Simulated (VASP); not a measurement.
# Ge (Cmcm) in VASP: notebook, part 2 of 2

VASP 6.6.1.

## 3. Relaxation of cell and atoms, LDA

This run uses another cell than the first one, of 18.25 Å³/atom, 0.924 times its volume.

INCAR

```
ALGO = Normal ; EDIFF = 1E-7
EDIFFG = -0.01 ; ENCUT = 600
GGA = CA ; IBRION = 2
ISIF = 3 ; ISMEAR = -1
LASPH = True ; LCHARG = False
LREAL = False ; LWAVE = False
NELM = 60 ; NSW = 60
PREC = Accurate ; SIGMA = 0.05
```

KPOINTS

```
k-points
0
Gamma
  10 10 6
```

POSCAR

```
Ge
1.0
    1.4880529250     -2.5946896100      0.0000000000
    1.4880529250      2.5946896100      0.0000000000
    0.0000000000      0.0000000000      4.7275957900
Ge
2
Direct
    0.3334466300      0.6665533700      0.2500000000
    0.6665533700      0.3334466300      0.7500000000
```

Potentials or basis: VASP PAW LDA potentials, release 64 (Ge_d).

Run with:

```console
$ cat potpaw_LDA.64/Ge_d/POTCAR > POTCAR
$ mpirun -np 1 vasp_std > vasp.out
```

OUTCAR:

```text
EDIFF = 1E-7
   EDIFFG = -0.01
   ENCUT = 600
   GGA = CA
   IBRION = 2
   ISIF = 3
   ISMEAR = -1
   LASPH = True
   LREAL = False
   NELM = 60
   NSW = 60
   PREC = Accurate

 ion  position               nearest neighbor table
   1  0.333  0.667  0.250-
   2  0.667  0.333  0.750-

  LATTYP: Found a base centered orthorhombic cell.
 ALAT       =     2.9761058500
 B/A-ratio  =     1.7436809984
 C/A-ratio  =     1.5885173540

  Lattice vectors:

 A1 = (   1.4880529250,  -2.5946896100,   0.0000000000)
 A2 = (   1.4880529250,   2.5946896100,   0.0000000000)
 A3 = (   0.0000000000,   0.0000000000,   4.7275957900)

Analysis of symmetry for initial positions (statically):
=====================================================================
 Subroutine PRICEL returns:
 Original cell was already a primitive cell.

 Routine SETGRP: Setting up the symmetry group for a
 base centered orthorhombic supercell.

 Subroutine GETGRP returns: Found  8 space group operations
 (whereof  4 operations were pure point group operations)
 out of a pool of  8 trial point group operations.

The static configuration has the point symmetry C_2h.
 The point group associated with its full space group is D_2h.

Analysis of symmetry for dynamics (positions and initial velocities):
=====================================================================
 Subroutine PRICEL returns:
 Original cell was already a primitive cell.

 Routine SETGRP: Setting up the symmetry group for a
 base centered orthorhombic supercell.

 Subroutine GETGRP returns: Found  8 space group operations
 (whereof  4 operations were pure point group operations)
 out of a pool of  8 trial point group operations.

The dynamic configuration has the point symmetry C_2h.
 The point group associated with its full space group is D_2h.

 Subroutine INISYM returns: Found  8 space group operations
 (whereof  4 operations are pure point group operations),
[... 131 lines left out ...]
 maximum number of plane-waves:      1237
   NGX = 11   NGY = 11   NGZ = 19

--------------------------------------- Ionic step        1  -------------------------------------------

 number of electron      27.9999997 magnetization

 Free energy of the ion-electron system (eV)
  ---------------------------------------------------
  ext. energy  EPLUGINS =         0.00000000
  ---------------------------------------------------
  free energy    TOTEN  =        -9.79172433 eV

  energy without entropy =       -9.78338129  energy(sigma->0) =       -9.78755281

------------------------ aborting loop because EDIFF is reached ----------------------------------------

  FORCE on cell =-STRESS in cart. coord.  units (eV):
  Direction    XX          YY          ZZ          XY          YZ          ZX
  --------------------------------------------------------------------------------------
  -------------------------------------------------------------------------------------
  Total       -0.4447125     -0.3991441      0.1054883      0.0000000      0.0000000      0.0000000
  in kB      -19.5171219    -17.5172620      4.6295712      0.0000000      0.0000000      0.0000000
  external PRESSURE =     -10.8016042 kB  Pullay stress =       0.0000000 kB
[... 89 lines left out ...]
  FREE ENERGIE OF THE ION-ELECTRON SYSTEM (eV)
  ---------------------------------------------------
  free  energy   TOTEN  =        -9.7972973975 eV

  energy  without entropy=       -9.7891599594  energy(sigma->0) =       -9.79322868

[... ionic steps 4 to 10 ...]

--------------------------------------- Ionic step       11  -------------------------------------------

 number of electron      27.9999985 magnetization

------------------------ aborting loop because EDIFF is reached ----------------------------------------
[... 67 lines left out ...]
--------------------------------------- Ionic step       13  -------------------------------------------

 number of electron      27.9999985 magnetization

 Free energy of the ion-electron system (eV)
  ---------------------------------------------------
  ext. energy  EPLUGINS =         0.00000000
  ---------------------------------------------------
  free energy    TOTEN  =        -9.79906160 eV

  energy without entropy =       -9.79228246  energy(sigma->0) =       -9.79567203

 E-fermi :   7.0161     XC(G=0): -11.8341

 val. band max:        6.9671386378   @ k =  -0.3000   0.1000   0.0000
 cond. band min:       7.0371454240   @ k =   0.3000   0.2000   0.5000
 fundamental gap:      0.0700067862
 Fermi energy:         7.0161274506

 k-point     1 :       0.0000    0.0000    0.0000
  band No.  band energies     occupation
      1     -17.7721      2.00000
      2     -17.7649      2.00000
      3     -17.7645      2.00000
      4     -17.7554      2.00000
      5     -17.7530      2.00000
      6     -17.7449      2.00000
[... 481 lines left out ...]
      5     -17.7258      2.00000
      6     -17.7096      2.00000
[... 10 lines left out ...]
     17       8.3457      0.00000
     18       8.8716      0.00000

 [... further k-points ...]
[... 5 lines left out ...]
  --------------------------------------------------------------------------------------
  -------------------------------------------------------------------------------------
  Total       -0.0077461     -0.0010187      0.0175105      0.0000000      0.0000000      0.0000000
  in kB       -0.3457908     -0.0454752      0.7816837      0.0000000      0.0000000      0.0000000
  external PRESSURE =       0.1301392 kB  Pullay stress =       0.0000000 kB
[... 17 lines left out ...]
  FREE ENERGIE OF THE ION-ELECTRON SYSTEM (eV)
  ---------------------------------------------------
  free  energy   TOTEN  =        -9.7990615995 eV

  energy  without entropy=       -9.7922824634  energy(sigma->0) =       -9.79567203

 reached required accuracy - stopping structural energy minimisation
```

Wall time 2.9 min (1 thread of Intel Xeon 6975P-C (Granite Rapids), shared host); peak memory 0.21 GiB.

Results:

| Quantity | Value |
| --- | --- |
| Free energy | -9.7991 eV |
| Relaxed volume | 17.95 Å³/atom |
| Relaxed cell | a = 2.959 Å, b = 2.959 Å, c = 4.781 Å, α = 90.00°, β = 90.00°, γ = 120.97° |
| Space group after relaxing (to 0.05 Å) | Cmcm (No. 63) |
| Energy gained by relaxing | 3.7 meV/atom |
| Ionic steps | 13 |
| Pressure after relaxing | 0.0 GPa |
| Largest force after relaxing | 0.008 eV/Å |
| Band gap on the k mesh | zero (band 14 reaches 13.97 eV, above the bottom of band 15 at 4.77 eV) |

Forces in eV/Å, atoms in the order of the input:
```
Ge   0.000 -0.008  0.000
Ge   0.000  0.008  0.000
```

Stress tensor (GPa, compression positive):
```
-0.03  0.00  0.00
 0.00  0.00  0.00
 0.00  0.00  0.08
```

The path:
```tsv
step	energy change (eV)	largest force (eV/Å)	pressure (GPa)	volume (Å³)
1	0.0000	0.0002	-1.08	36.51
2	-0.0053	0.0020	0.25	35.86
3	-0.0056	0.0032	0.57	35.68
4	-0.0070	0.0056	0.13	35.85
5	-0.0070	0.0056	0.15	35.85
6	-0.0072	0.0059	0.00	35.94
7	-0.0072	0.0060	-0.14	36.00
8	-0.0073	0.0067	-0.12	35.97
9	-0.0073	0.0068	-0.13	35.97
10	-0.0073	0.0073	0.07	35.87
11	-0.0073	0.0078	-0.07	35.90
12	-0.0073	0.0072	0.16	35.88
13	-0.0073	0.0078	0.01	35.89
```

Final structure:
```
Ge
1.0
     1.45784   -2.57490    0.00000
     1.45784    2.57490    0.00000
     0.00000    0.00000    4.78054
Ge
2
Direct
  0.33378 0.66622 0.25000
  0.66622 0.33378 0.75000
```

## 4. Single point, LDA

This run uses another cell than the first one, of 17.16 Å³/atom, 0.868 times its volume.

INCAR

```
SYSTEM = Ge
PREC     = Accurate       ! precision mode
ENCUT    = 520            ! plane-wave cutoff, eV
EDIFF    = 1E-7           ! SCF threshold, eV
ISMEAR   = -1             ! smearing method
SIGMA    = 0.05           ! smearing width, eV
LREAL    = .FALSE.        ! projectors in reciprocal space
LASPH    = .TRUE.         ! aspherical terms in the spheres
NELM     = 100            ! most SCF steps
ALGO     = Normal         ! electronic algorithm
ISIF     = 2              ! what is computed and relaxed
LWAVE    = .FALSE.        ! write WAVECAR
LCHARG   = .FALSE.        ! write CHGCAR
GGA      = CA             ! functional
NBANDS   = 21             ! bands
```

KPOINTS

```
regular mesh
0
G
  10 10 6
  0 0 0
```

POSCAR

```
Ge
1.0
    1.4576759744     -2.5417218984      0.0000000000
    1.4576759744      2.5417218984      0.0000000000
    0.0000000000      0.0000000000      4.6310871635
Ge
2
Direct
    0.3334466300      0.6665533700      0.2500000000
    0.6665533700      0.3334466300      0.7500000000
```

Potentials or basis: VASP PAW LDA potentials, release 64 (Ge_d).

Run with:

```console
$ cat potpaw_LDA.64/Ge_d/POTCAR > POTCAR
$ mpirun -np 1 vasp_std > vasp.out
```

OUTCAR:

```text
SYSTEM = Ge
   PREC = Accurate
   ENCUT = 520
   EDIFF = 1E-7
   ISMEAR = -1
   LREAL = .FALSE.
   LASPH = .TRUE.
   NELM = 100
   ISIF = 2
   GGA = CA

 ion  position               nearest neighbor table
   1  0.333  0.667  0.250-   2 2.86   2 2.86   2 2.86   2 2.86   2 2.87   2 2.87
   2  0.667  0.333  0.750-   1 2.86   1 2.86   1 2.86   1 2.86   1 2.87   1 2.87

  LATTYP: Found a base centered orthorhombic cell.
 ALAT       =     2.9153519488
 B/A-ratio  =     1.7436809984
 C/A-ratio  =     1.5885173539

  Lattice vectors:

 A1 = (   1.4576759744,  -2.5417218984,   0.0000000000)
 A2 = (   1.4576759744,   2.5417218984,   0.0000000000)
 A3 = (   0.0000000000,   0.0000000000,   4.6310871635)

Analysis of symmetry for initial positions (statically):
=====================================================================
 Subroutine PRICEL returns:
 Original cell was already a primitive cell.

 Routine SETGRP: Setting up the symmetry group for a
 base centered orthorhombic supercell.

 Subroutine GETGRP returns: Found  8 space group operations
 (whereof  4 operations were pure point group operations)
 out of a pool of  8 trial point group operations.

The static configuration has the point symmetry C_2h.
 The point group associated with its full space group is D_2h.

Analysis of symmetry for dynamics (positions and initial velocities):
=====================================================================
 Subroutine PRICEL returns:
 Original cell was already a primitive cell.

 Routine SETGRP: Setting up the symmetry group for a
 base centered orthorhombic supercell.

 Subroutine GETGRP returns: Found  8 space group operations
 (whereof  4 operations were pure point group operations)
 out of a pool of  8 trial point group operations.

The dynamic configuration has the point symmetry C_2h.
 The point group associated with its full space group is D_2h.

 Subroutine INISYM returns: Found  8 space group operations
 (whereof  4 operations are pure point group operations),
 and found     1 'primitive' translations

----------------------------------------------------------------------------------------

                                     Primitive cell

  volume of cell :      34.3164

  direct lattice vectors                    reciprocal lattice vectors
     1.457675974 -2.541721898  0.000000000     0.343011759 -0.196717037  0.000000000
     1.457675974  2.541721898  0.000000000     0.343011759  0.196717037  0.000000000
     0.000000000  0.000000000  4.631087164     0.000000000  0.000000000  0.215932019

  length of vectors
     2.930045982  2.930045982  4.631087164     0.395417070  0.395417070  0.215932019

  position of ions in fractional coordinates (direct lattice)
     0.333446630  0.666553370  0.250000000
     0.666553370  0.333446630  0.750000000

  ion indices of the primitive-cell ions
   primitive index   ion index
                 1           1
                 2           2

----------------------------------------------------------------------------------------

 KPOINTS: regular mesh

Automatic generation of k-mesh.
 Grid dimensions read from file:
 generate k-points for:   10   10    6

 Generating k-lattice:

  Cartesian coordinates                     Fractional coordinates (reciprocal lattice)
     0.034301176 -0.019671704  0.000000000     0.100000000  0.000000000  0.000000000
     0.034301176  0.019671704  0.000000000     0.000000000  0.100000000  0.000000000
     0.000000000  0.000000000  0.035988670     0.000000000  0.000000000  0.166666667

  Length of vectors
     0.039541707  0.039541707  0.035988670

  Shift w.r.t. Gamma in fractional coordinates (k-lattice)
     0.000000000  0.000000000  0.000000000

 Subroutine IBZKPT returns following result:
 ===========================================

 Found    124 irreducible k-points:

 Following reciprocal coordinates:
            Coordinates               Weight
  0.000000  0.000000  0.000000      1.000000
  0.100000  0.000000  0.000000      4.000000
  0.200000  0.000000  0.000000      4.000000
  0.300000  0.000000  0.000000      4.000000
  0.400000  0.000000  0.000000      4.000000
  0.500000  0.000000  0.000000      2.000000
[... 16 lines left out ...]
  0.300000  0.300000  0.000000      2.000000
  0.400000  0.300000  0.000000      4.000000
 [... further k-points ...]
   k-points           NKPTS =    124   k-points in BZ     NKDIM =    124   number of bands    NBANDS=     21
   number of dos      NEDOS =    301   number of ions     NIONS =      2
   total plane-waves  NPLWV =  20736
   dimension x,y,z NGX =    24 NGY =   24 NGZ =   36
   dimension x,y,z NGXF=    48 NGYF=   48 NGZF=   72
   ions per type =               2
   NGX,Y,Z   is equivalent  to a cutoff of  13.62, 13.62, 12.92 a.u.
   NGXF,Y,Z  is equivalent  to a cutoff of  27.23, 27.23, 25.85 a.u.
 SYSTEM =  Ge
   PREC   = accura    normal or accurate (medium, high low for compatibility)
   ISTART =      0    job   : 0-new  1-cont  2-samecut
   ICHARG =      2    charge: 1-file 2-atom 10-const
   ISPIN  =      1    spin polarized calculation?
   LNONCOLLINEAR =      F non collinear calculations
   LSORBIT =      F    spin-orbit coupling
   LASPH  =      T    aspherical Exc in radial PAW
   ENCUT  =  520.0 eV  38.22 Ry    6.18 a.u.   5.45  5.45  8.61*2*pi/ulx,y,z
   NELM   =    100;   NELMIN=  2; NELMDL= -5     # of ELM steps
   EDIFF  = 0.1E-06   stopping-criterion for ELM
   LREAL  =      F    real-space projection
   EDIFFG = 0.1E-05   stopping-criterion for IOM
   NSW    =      0    number of steps for IOM
   IBRION =     -1    ionic relax: 0-MD 1-quasi-New 2-CG
   NFREE  =      0    steps in history (QN), initial steepest desc. (CG)
   ISIF   =      2    stress and relaxation
   ISYM   =      2    0-nonsym 1-usesym 2-fastsym
   POTIM  = 0.5000    time-step for ionic-motion
   TEBEG  =    0.0;   TEEND  =   0.0 temperature during run
   PSTRESS=    0.0 pullay stress
   NELECT =      28.0000    total number of electrons
   NUPDOWN=      -1.0000    fix difference up-down
   EMIN   =  10.00;   EMAX   =-10.00  energy-range for DOS
   EFERMI =   0.00;   METHOD = LEGACY
   ISMEAR =    -1;   SIGMA  =   0.05  broadening in eV -4-tet -1-fermi 0-gaus
   EFERMI_NEDOS =   21; number of points for ismear=-14 and -15
   IALGO  =     38    algorithm
   IMIX   =      4    mixing-type and parameters
     AMIX     =   0.40;   BMIX     =  1.00
     AMIX_MAG =   1.60;   BMIX_MAG =  1.00
  volume/ion in A,a.u.               =      17.16       115.79
  Fermi-wavevector in a.u.,A,eV,Ry     =   1.529772  2.890851 31.840407  2.340204
  Thomas-Fermi vector in A             =   2.637347
   LORBIT       =      0    0 simple, 1 ext, 2 COOP (PROOUT), +10 PAW based schemes
   GGA     = CA    functional components
   LHFCALC =     F    Hartree Fock is set to
   AEXX    =    0.0000 exact exchange contribution
   IVDW    =     0    specifies the selected vdW correction
   LEPSILON=     F    determine dielectric tensor
   LRPA    =     F    only Hartree local field effects (RPA)
 non-spin polarized calculation
  energy-cutoff  :      520.00
  volume of cell :       34.32
 maximum number of plane-waves:       954
 NGX is ok and might be reduce to    24
   NGX = 11   NGY = 11   NGZ = 17

 number of electron      28.0000001 magnetization

 Free energy of the ion-electron system (eV)
  ---------------------------------------------------
  ext. energy  EPLUGINS =         0.00000000
  ---------------------------------------------------
  free energy    TOTEN  =        -9.77125758 eV

  energy without entropy =       -9.76216791  energy(sigma->0) =       -9.76671274

 E-fermi :   7.4484     XC(G=0): -12.0671

 val. band max:        7.4352753611   @ k =   0.3000   0.2000   0.5000
 cond. band min:       7.4667021149   @ k =   0.3000   0.2000   0.1667
 fundamental gap:      0.0314267538
 Fermi energy:         7.4484087090

 k-point     1 :       0.0000    0.0000    0.0000
  band No.  band energies     occupation
      1     -17.2772      2.00000
      2     -17.2609      2.00000
      3     -17.2592      2.00000
      4     -17.2564      2.00000
      5     -17.2494      2.00000
      6     -17.2454      2.00000
[... 13 lines left out ...]
     20      20.8087      0.00000
     21      22.2157      0.00000

 k-point     2 :       0.1000    0.0000    0.0000
  band No.  band energies     occupation
      1     -17.2784      2.00000
      2     -17.2665      2.00000
      3     -17.2495      2.00000
      4     -17.2452      2.00000
      5     -17.2419      2.00000
      6     -17.2387      2.00000
[... 520 lines left out ...]
 k-point    24 :       0.4000    0.3000    0.0000
  band No.  band energies     occupation
      1     -17.3162      2.00000
      2     -17.2562      2.00000
      3     -17.2517      2.00000
      4     -17.2413      2.00000
      5     -17.2229      2.00000
      6     -17.2074      2.00000
[... 13 lines left out ...]
     20      23.8062      0.00000
     21      24.4217      0.00000

 [... further k-points ...]
[... 5 lines left out ...]
  --------------------------------------------------------------------------------------
  -------------------------------------------------------------------------------------
  Total        0.6237854      0.7133010      1.2921190      0.0000000     -0.0000000      0.0000000
  in kB       29.1235146     33.3028539     60.3269131      0.0000000     -0.0000000      0.0000000
  external PRESSURE =      40.9177605 kB  Pullay stress =       0.0000000 kB

 VOLUME and BASIS-vectors are now :
 -----------------------------------------------------------------------------
  energy-cutoff  :      520.00
  volume of cell :       34.32
      direct lattice vectors                 reciprocal lattice vectors
     1.457675974 -2.541721898  0.000000000     0.343011759 -0.196717037  0.000000000
     1.457675974  2.541721898  0.000000000     0.343011759  0.196717037  0.000000000
     0.000000000  0.000000000  4.631087164     0.000000000  0.000000000  0.215932019

 POSITION                                       TOTAL-FORCE (eV/Angst)
 -----------------------------------------------------------------------------------
      1.45768      0.84666      1.15777         0.000000     -0.001586      0.000000
      1.45768     -0.84666      3.47332         0.000000      0.001586      0.000000
 -----------------------------------------------------------------------------------
    total drift:                                0.000000     -0.000000      0.000000

  FREE ENERGIE OF THE ION-ELECTRON SYSTEM (eV)
  ---------------------------------------------------
  free  energy   TOTEN  =        -9.7712575812 eV

  energy  without entropy=       -9.7621679086  energy(sigma->0) =       -9.76671274
```

Wall time 28 s (1 thread of Intel Xeon 6975P-C (Granite Rapids), shared host); peak memory 0.18 GiB.

What came out:

```yaml
Free_energy: -9.7713 eV
Pressure: 4.1 GPa
Band_gap_on_the_k_mesh: zero (band 14 reaches 14.57 eV, above the bottom of band 15 at 5.15 eV)
```

## 5. Overview

```csv
task,level,potentials or basis,cell,cutoff (eV),gap on the mesh (eV),pressure (GPa)
single point,RPBE,"VASP PAW PBE potentials, release 64 (Ge_d)","a = 3.053, b = 3.053, c = 4.925 Å, angles 90.0, 90.0, 120.6°, 2 atoms",520,none,0.0
relaxation of cell and atoms,LDA,"VASP PAW LDA potentials, release 64 (Ge_d)","relaxed from a = 2.991, b = 2.991, c = 4.728 Å, angles 90.0, 90.0, 120.3°, 2 atoms",600,none,0.0
single point,LDA,"VASP PAW LDA potentials, release 64 (Ge_d)","a = 2.930, b = 2.930, c = 4.631 Å, angles 90.0, 90.0, 120.3°, 2 atoms",520,none,4.1
```

Alike in all rows: no spin polarisation; k mesh 10 × 10 × 6; smearing fermi-dirac 0.05 eV.

Caveats: the PAW data sets were made with another functional, which shifts forces and pressure a little (some runs).

Total energies depend on the potentials used, so only differences within one code and one set of settings carry meaning.
